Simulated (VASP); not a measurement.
Write the native input for VASP 6.6.1 that does the following.

```
Task                   : single point
Functional             : PBE
Potentials or basis    : VASP PAW PBE potentials, release 64 (Be, N, O)
Cutoff                 : 520 eV
k mesh                 : 6 × 4 × 1
Occupations            : gaussian, width 0.1 eV
Spin                   : collinear spin, ferromagnetic start
Starting moments       : [0.0, 0.0, 0.0, 0.0, 0.0, 0.0, 0.0, 0.0, 0.0, 0.0, 0.0, 0.0, 0.0, 0.0, 0.0, 0.0, 0.0, 0.0, 0.0, 0.0, 0.0, 0.0, 0.0, 0.0, 1.0, 0.0] μB
Dipole correction      : yes
Further INCAR settings : ALGO = Normal; EDIFF = 1e-06; NBANDS = 52; NELMDL = -8
```

The structure of Be24NO lies in POSCAR:

```
Be24NO
1.0
    4.5254381411      0.0000000000      0.0000000000
    0.0000000000      7.1336190820      0.0000000000
    0.0000000000      0.0000000000     22.3685529248
Be N O
24 1 1
Direct
    0.0000000000      0.3750000000      0.1788224752
    0.0000000000      0.8750000000      0.1788224752
    0.5000000000      0.3750000000      0.1788224752
    0.5000000000      0.8750000000      0.1788224752
    0.2500000000      0.1250000000      0.2080237711
    0.2500000000      0.6250000000      0.2080237711
    0.7500000000      0.1250000000      0.2080237711
    0.7500000000      0.6250000000      0.2080237711
    0.2500000000      0.3750000000      0.2664263628
    0.2500000000      0.8750000000      0.2664263628
    0.7500000000      0.3750000000      0.2664263628
    0.7500000000      0.8750000000      0.2664263628
    0.0000000000      0.1250000000      0.2903069137
    0.0000000000      0.6250000000      0.2903069137
    0.5000000000      0.1250000000      0.2903069137
    0.5000000000      0.6250000000      0.2903069137
    0.0000000000      0.3750000000      0.3546814205
    0.0000000000      0.8750000000      0.3546814205
    0.5000000000      0.3750000000      0.3546814205
    0.5000000000      0.8750000000      0.3546814205
    0.2500000000      0.1250000000      0.3741213369
    0.2500000000      0.6250000000      0.3741213369
    0.7500000000      0.1250000000      0.3741213369
    0.7500000000      0.6250000000      0.3741213369
    0.7500000000      0.4583333333      0.4134622814
    0.7861514845      0.4944848178      0.4644174093
```

The input as run:

INCAR

```
ALGO = Normal
DIPOL = 0.5 0.5 0.291
EDIFF = 1E-6
ENCUT = 520
GGA = PE
GGA_COMPAT = False
IDIPOL = 3
ISIF = 2
ISMEAR = 0
ISPIN = 2
KPAR = 4
LASPH = True
LCHARG = False
LDIPOL = True
LORBIT = 11
LREAL = False
LWAVE = False
MAGMOM = 0 0 0 0 0 0 0 0 0 0 0 0 0 0 0 0 0 0 0 0 0 0 0 0 1 0
NBANDS = 52
NELM = 200
NELMDL = -8
PREC = Accurate
SIGMA = 0.1
```

KPOINTS

```
k-points
0
Gamma
  6 4 1
```

Potentials or basis: VASP PAW PBE potentials, release 64 (Be, N, O).

Run with:

```bash
$ cat potpaw_PBE.64/Be/POTCAR potpaw_PBE.64/N/POTCAR potpaw_PBE.64/O/POTCAR > POTCAR
$ mpirun -np 4 vasp_std > vasp.out
```

Results of the run:

- Largest force: 7.132 eV/Å
- Net moment: 0.00 μB per cell
- Valence electrons inside the program's atomic spheres: Be 1.02, 1.16, 1.17, 1.18, 1.21, 1.22, 1.23, 1.19, 1.14, 1.08, 1.06, 1.07, 1.45; N 3.91; O 5.12

Caveat: the standard files for N, O and F lose accuracy on very short bonds.

It took 15 min on 4 MPI ranks on Intel(R) Xeon(R) 6975P-C (Granite Rapids), with other jobs on the host, peak memory 1.4 GiB a rank.
